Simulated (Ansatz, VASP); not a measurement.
**Two plane-wave programs on AgI**

Contents of POSCAR:

```
AgI
1.0
    4.1494321873      0.0000000000      0.0000000000
   -2.0747160936      3.5935136854      0.0000000000
    0.0000000000      0.0000000000      7.8626328476
Ag I
2 2
Direct
    0.3333333333      0.6666666667      0.0228865913
    0.6666666667      0.3333333333      0.5228865913
    0.3333333333      0.6666666667      0.3570134087
    0.6666666667      0.3333333333      0.8570134087
```

File INCAR.step1:

```
ALGO = Normal ; EDIFF = 1E-5
ENCUT = 550 ; GGA = PE
GGA_COMPAT = F ; ISMEAR = 0
LASPH = T ; LCHARG = F
LREAL = F ; LWAVE = T
NBANDS = 26 ; NELM = 120
PREC = Accurate ; SIGMA = 0.02
```

The input INCAR.step2:

```
ALGO = Normal ; EDIFF = 1E-6
ENCUT = 550 ; GGA_COMPAT = F
ISIF = 2 ; ISMEAR = 0
ISTART = 1 ; LASPH = T
LCHARG = F ; LMIXTAU = T
LREAL = F ; LWAVE = F
METAGGA = R2SCAN ; NBANDS = 26
NELM = 120 ; PREC = Accurate
SIGMA = 0.02
```

Contents of KPOINTS:

```
k-points
0
Gamma
  6 6 4
```

Input for Ansatz:

```yaml
crystal:
  lattice:
    - [4.1494321873, 0.0, 0.0]
    - [-2.0747160936, 3.5935136854, 0.0]
    - [0.0, 0.0, 7.8626328476]
  atoms:
    - { symbol: Ag, position: [0.3333333333, 0.6666666667, 0.0228865913] }
    - { symbol: Ag, position: [0.6666666667, 0.3333333333, 0.5228865913] }
    - { symbol: I, position: [0.3333333333, 0.6666666667, 0.3570134087] }
    - { symbol: I, position: [0.6666666667, 0.3333333333, 0.8570134087] }
basis:
  ecutwfc: 500
kpoints:
  mp_grid: { grid: [6, 6, 4] }
  band_path: { path: [VBM, CBM], npoints: 2 }
hamiltonian:
  xc: r2scan
scf:
  occupations: { method: gaussian, width: 0.02 }
output:
  forces: true
  stress: true
  eigenvalues: true
checkpoint:
  read: start.run
  write: ck
  compress: false
  write_wavefunctions: false
  write_every: 100000
```

Alike in both runs: task single point; functional r2SCAN; k mesh 6 × 6 × 4; occupations gaussian, width 0.02 eV; no spin polarisation.

|  | VASP | Ansatz |
| --- | --- | --- |
| version | VASP 6.6.1 | Ansatz 0.2.0 |
| potentials or method | VASP PAW PBE potentials, release 64 (Ag, I), cutoff 550 eV | scalar-relativistic, plane waves, PAW |
| valence electrons in the cell | 36 | 72 |

Ansatz gave:

```
gap on the k mesh at the Fermi level (eV)                     : 1.62
least direct gap on the mesh (eV)                             : 1.62
pressure (GPa)                                                : 8.0
traceless stress, the component that is largest in VASP (GPa) : 0.03
```

Problem. What did VASP give for the same quantities?

Solution. gap on the k mesh at the Fermi level (eV): 1.60; least direct gap on the mesh (eV): 1.60; pressure (GPa): 7.8; traceless stress, the component that is largest in VASP (GPa): -0.07.

VASP's potentials were made for PBE, not for r2SCAN. With one functional, cell and mesh, what is left measures potentials, basis and numerics. VASP's potentials hold 36 valence electrons a cell and Ansatz's 72, so a difference there can come from the potentials and not from the codes.

Spin-orbit coupling is off throughout.
